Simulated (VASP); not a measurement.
# CsK3Pb (Pm-3m) in VASP: single point with r2SCAN

Aim: the single point of CsK3Pb with r2SCAN.

Program: VASP 6.6.1. These are calculated values, not measurements. Logs are shortened: lines on timing, memory, paths and dates and some standing lists are left out, and cuts for length are marked.

## Step 1: The cell of the first run

Symmetry: Pm-3m, No. 221, cubic system. Conventional cell: a = 5.936 Å, b = 5.936 Å, c = 5.936 Å, α = 90.00°, β = 90.00°, γ = 90.00°. Pb (site symmetry m-3m) has 6 K at 2.97 Å within 3.9 Å. Within 3.9 Å of K (site symmetry 4/mmm) lie 2 Pb at 2.97 Å. Cs (site symmetry m-3m) has 12 K at 4.20 Å and 8 Pb at 5.14 Å within 5.5 Å.

## Step 2: Single point, r2SCAN

Contents of POSCAR:

```
CsK3Pb
1.0
    5.9359710000      0.0000000000      0.0000000000
    0.0000000000      5.9359710000      0.0000000000
    0.0000000000      0.0000000000      5.9359710000
Pb K Cs
1 3 1
Direct
    0.5000000000      0.5000000000      0.5000000000
    0.0000000000      0.5000000000      0.5000000000
    0.5000000000      0.0000000000      0.5000000000
    0.5000000000      0.5000000000      0.0000000000
    0.0000000000      0.0000000000      0.0000000000
```

Contents of INCAR.step1:

```
PREC = Accurate
ENCUT = 520
ISMEAR = -1
SIGMA = 0.1
LREAL = False
LASPH = True
NELM = 100
NBANDS = 33
GGA = PE
ALGO = Normal
EDIFF = 1E-4
LWAVE = True
LCHARG = False
```

Contents of INCAR.step2:

```
PREC = Accurate
ENCUT = 520
EDIFF = 1E-7
ISMEAR = -1
SIGMA = 0.1
LREAL = False
LASPH = True
NELM = 100
ALGO = Normal
ISIF = 2
LWAVE = False
LCHARG = True
METAGGA = R2SCAN
LMIXTAU = True
LELF = True
LVHAR = True
NBANDS = 33
ISTART = 1
```

Contents of KPOINTS:

```
regular mesh
0
Gamma
  6 6 6
```

Potentials or basis: VASP PAW PBE potentials, release 64 (Pb_d, K_sv, Cs_sv).

On the command line:

```bash
$ cat potpaw_PBE.64/Pb_d/POTCAR potpaw_PBE.64/K_sv/POTCAR potpaw_PBE.64/Cs_sv/POTCAR > POTCAR
$ cp INCAR.step1 INCAR
$ mpirun -np 1 vasp_std > vasp.out
$ cp INCAR.step2 INCAR
$ mpirun -np 1 vasp_std > vasp.out
```

OUTCAR:

```text
PREC = Accurate
   ENCUT = 520
   EDIFF = 1E-7
   ISMEAR = -1
   LREAL = False
   LASPH = True
   NELM = 100
   ISIF = 2
   METAGGA = R2SCAN
   ISTART = 1

 ion  position               nearest neighbor table
   1  0.500  0.500  0.500-   2 2.97   3 2.97   4 2.97   4 2.97   3 2.97   2 2.97
   2  0.000  0.500  0.500-   1 2.97   1 2.97
   3  0.500  0.000  0.500-   1 2.97   1 2.97
   4  0.500  0.500  0.000-   1 2.97   1 2.97
   5  0.000  0.000  0.000-

  LATTYP: Found a simple cubic cell.
 ALAT       =     5.9359710000

  Lattice vectors:

 A1 = (   5.9359710000,   0.0000000000,   0.0000000000)
 A2 = (   0.0000000000,   5.9359710000,   0.0000000000)
 A3 = (   0.0000000000,   0.0000000000,   5.9359710000)

Analysis of symmetry for initial positions (statically):
=====================================================================
 Subroutine PRICEL returns:
 Original cell was already a primitive cell.

 Routine SETGRP: Setting up the symmetry group for a
 simple cubic supercell.

 Subroutine GETGRP returns: Found 48 space group operations
 (whereof 48 operations were pure point group operations)
 out of a pool of 48 trial point group operations.

The static configuration has the point symmetry O_h .

Analysis of symmetry for dynamics (positions and initial velocities):
=====================================================================
 Subroutine PRICEL returns:
 Original cell was already a primitive cell.

 Routine SETGRP: Setting up the symmetry group for a
 simple cubic supercell.

 Subroutine GETGRP returns: Found 48 space group operations
 (whereof 48 operations were pure point group operations)
 out of a pool of 48 trial point group operations.

The dynamic configuration has the point symmetry O_h .

 Subroutine INISYM returns: Found 48 space group operations
 (whereof 48 operations are pure point group operations),
 and found     1 'primitive' translations

----------------------------------------------------------------------------------------

                                     Primitive cell

  volume of cell :     209.1584

  direct lattice vectors                    reciprocal lattice vectors
     5.935971000  0.000000000  0.000000000     0.168464435  0.000000000  0.000000000
     0.000000000  5.935971000  0.000000000     0.000000000  0.168464435  0.000000000
     0.000000000  0.000000000  5.935971000     0.000000000  0.000000000  0.168464435

  length of vectors
[... 82 lines left out ...]
   NELM   =    100;   NELMIN=  2; NELMDL=  0     # of ELM steps
   EDIFF  = 0.1E-06   stopping-criterion for ELM
   LREAL  =      F    real-space projection
   EDIFFG = 0.1E-05   stopping-criterion for IOM
   NSW    =      0    number of steps for IOM
   IBRION =     -1    ionic relax: 0-MD 1-quasi-New 2-CG
   NFREE  =      0    steps in history (QN), initial steepest desc. (CG)
   ISIF   =      2    stress and relaxation
   ISYM   =      2    0-nonsym 1-usesym 2-fastsym
   POTIM  = 0.5000    time-step for ionic-motion
   TEBEG  =    0.0;   TEEND  =   0.0 temperature during run
   PSTRESS=    0.0 pullay stress
   NELECT =      50.0000    total number of electrons
   NUPDOWN=      -1.0000    fix difference up-down
   EMIN   =  10.00;   EMAX   =-10.00  energy-range for DOS
   EFERMI =   0.00;   METHOD = LEGACY
   ISMEAR =    -1;   SIGMA  =   0.10  broadening in eV -4-tet -1-fermi 0-gaus
   EFERMI_NEDOS =   21; number of points for ismear=-14 and -15
   IALGO  =     38    algorithm
   IMIX   =      4    mixing-type and parameters
     AMIX     =   0.40;   BMIX     =  1.00
     AMIX_MAG =   1.60;   BMIX_MAG =  1.00
  volume/ion in A,a.u.               =      41.83       282.29
  Fermi-wavevector in a.u.,A,eV,Ry     =   1.016030  1.920018 14.045516  1.032316
  Thomas-Fermi vector in A             =   2.149350
   LORBIT       =      0    0 simple, 1 ext, 2 COOP (PROOUT), +10 PAW based schemes
   METAGGA = R2SCAN    functional components
   LHFCALC =     F    Hartree Fock is set to
   AEXX    =    0.0000 exact exchange contribution
   IVDW    =     0    specifies the selected vdW correction
   LEPSILON=     F    determine dielectric tensor
   LRPA    =     F    only Hartree local field effects (RPA)
 non-spin polarized calculation
  energy-cutoff  :      520.00
  volume of cell :      209.16
 maximum number of plane-waves:      5670
 NGX is ok and might be reduce to    48
   NGX = 23   NGY = 23   NGZ = 23

 number of electron      49.9999992 magnetization

 Free energy of the ion-electron system (eV)
  ---------------------------------------------------
  ext. energy  EPLUGINS =         0.00000000
  ---------------------------------------------------
  free energy    TOTEN  =       -97.33083162 eV

  energy without entropy =      -97.24638483  energy(sigma->0) =      -97.28860823

 E-fermi :   2.7199     XC(G=0):  -7.9371

 val. band max:        2.6547947761   @ k =   0.1667   0.1667   0.0000
 cond. band min:       2.7209755521   @ k =   0.1667   0.0000   0.0000
 fundamental gap:      0.0661807759
 Fermi energy:         2.7199263580

 k-point     1 :       0.0000    0.0000    0.0000
  band No.  band energies     occupation
      1     -30.0816      2.00000
      2     -30.0585      2.00000
      3     -30.0585      2.00000
      4     -22.4085      2.00000
      5     -14.3829      2.00000
      6     -14.3829      2.00000
[... 709 lines left out ...]
     32       4.8926      0.00000
     33       6.0121      0.00000

------------------------ aborting loop because EDIFF is reached ----------------------------------------

  FORCE on cell =-STRESS in cart. coord.  units (eV):
  Direction    XX          YY          ZZ          XY          YZ          ZX
  --------------------------------------------------------------------------------------
  -------------------------------------------------------------------------------------
  Total       11.2206323     11.2206323     11.2206323     -0.0000000     -0.0000000      0.0000000
  in kB       85.9513303     85.9513303     85.9513303     -0.0000000     -0.0000000      0.0000000
  external PRESSURE =      85.9513303 kB  Pullay stress =       0.0000000 kB

 VOLUME and BASIS-vectors are now :
 -----------------------------------------------------------------------------
  energy-cutoff  :      520.00
  volume of cell :      209.16
      direct lattice vectors                 reciprocal lattice vectors
     5.935971000  0.000000000  0.000000000     0.168464435  0.000000000  0.000000000
     0.000000000  5.935971000  0.000000000     0.000000000  0.168464435  0.000000000
     0.000000000  0.000000000  5.935971000     0.000000000  0.000000000  0.168464435

 POSITION                                       TOTAL-FORCE (eV/Angst)
 -----------------------------------------------------------------------------------
      2.96799      2.96799      2.96799         0.000000      0.000000      0.000000
      0.00000      2.96799      2.96799         0.000000      0.000000      0.000000
      2.96799      0.00000      2.96799         0.000000      0.000000      0.000000
      2.96799      2.96799      0.00000         0.000000      0.000000      0.000000
      0.00000      0.00000      0.00000         0.000000      0.000000      0.000000
 -----------------------------------------------------------------------------------
    total drift:                                0.000000     -0.000000     -0.000000

  FREE ENERGIE OF THE ION-ELECTRON SYSTEM (eV)
  ---------------------------------------------------
  free  energy   TOTEN  =       -97.3308316215 eV

  energy  without entropy=      -97.2463848294  energy(sigma->0) =      -97.28860823
```

OSZICAR.step1:

```text
N       E                     dE             d eps       ncg     rms          rms(c)
DAV:   1     0.472884646683E+03    0.47288E+03   -0.22705E+04  1320   0.139E+03
DAV:   2     0.434753730100E+02   -0.42941E+03   -0.41394E+03  1418   0.395E+02
DAV:   3    -0.515931162870E+01   -0.48635E+02   -0.47986E+02  2118   0.127E+02
DAV:   4    -0.723978346559E+01   -0.20805E+01   -0.20719E+01  1775   0.235E+01
DAV:   5    -0.738581778400E+01   -0.14603E+00   -0.14598E+00  2333   0.493E+00    0.163E+01
DAV:   6    -0.536218284706E+01    0.20236E+01   -0.30575E+00  1708   0.848E+00    0.912E+00
DAV:   7    -0.524824501284E+01    0.11394E+00   -0.13301E+00  1734   0.420E+00    0.224E+00
DAV:   8    -0.527326154423E+01   -0.25017E-01   -0.66424E-01  1473   0.707E+00    0.205E+00
DAV:   9    -0.522152065328E+01    0.51741E-01   -0.12061E-01  1687   0.207E+00    0.224E-01
DAV:  10    -0.522208662448E+01   -0.56597E-03   -0.26890E-02  1710   0.114E+00    0.168E-01
DAV:  11    -0.522221838102E+01   -0.13176E-03   -0.64613E-03  1583   0.587E-01    0.212E-01
DAV:  12    -0.522174135823E+01    0.47702E-03   -0.11492E-03  1362   0.138E-01    0.253E-02
DAV:  13    -0.522174152391E+01   -0.16568E-06   -0.63521E-05   976   0.438E-02
   1 F= -.52217415E+01 E0= -.51642614E+01  d E =-.114960E+00
```

Wall time 12 min (1 thread of Intel Xeon 8259CL, shared host); peak memory 0.45 GiB.

Results:

* Free energy: -97.3308 eV
* Pressure: 8.6 GPa
* Band gap on the k mesh: zero (bands 25 and 26 overlap by 0.11 eV)

Caveat: the cell stands under pressure; the PAW data sets were made with another functional, which shifts forces and pressure a little; spin-orbit coupling is left out, which moves the levels of the heavy elements.
